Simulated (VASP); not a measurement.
Input of a VASP 6.6.1 run:

File INCAR:

```
ALGO = Normal
EDIFF = 1E-6
ENCUT = 520
GGA = PE
ISIF = 2
ISMEAR = 0
LASPH = T
LCHARG = T
LELF = T
LREAL = F
LVHAR = T
LWAVE = F
NBANDS = 31
NELM = 100
PREC = Accurate
SIGMA = 0.1
```

The input KPOINTS:

```
k-points
0
Gamma
  12 12 4
```

POSCAR

```
Si2Sn
1.0
    3.6618057783      0.0000000000      0.0000000000
   -1.8309028891      3.1712168277      0.0000000000
    0.0000000000      0.0000000000     10.7847079235
Si Sn
4 2
Direct
    0.3333333333      0.6666666667      0.5000000000
    0.6666666667      0.3333333333      0.0000000000
    0.6666666667      0.3333333333      0.3731013027
    0.6666666667      0.3333333333      0.6268986973
    0.3333333333      0.6666666667      0.8317338911
    0.3333333333      0.6666666667      0.1682661089
```

Potentials or basis: VASP PAW PBE potentials, release 64 (Si, Sn_d).

The run is started by

```sh
$ cat potpaw_PBE.64/Si/POTCAR potpaw_PBE.64/Sn_d/POTCAR > POTCAR
$ mpirun -np 1 vasp_std > vasp.out
```

**Question.** Predict the band gap on the k mesh.

**Answer.** Zero (band 22 reaches 9.75 eV, above the bottom of band 23 at 5.58 eV).

**Question.** What does it give for the largest force?

**Answer.** 0.013 eV/Å.

**Question.** Predict the pressure.

**Answer.** 0.0 GPa.

Forces in eV/Å, atoms in the order of the input:
```
Si   0.000  0.000  0.000
Si   0.000  0.000  0.000
Si   0.000  0.000  0.013
Si   0.000  0.000 -0.013
Sn   0.000  0.000 -0.001
Sn   0.000  0.000  0.001
```

Caveat: spin-orbit coupling is left out, which moves the levels of the heavy elements.
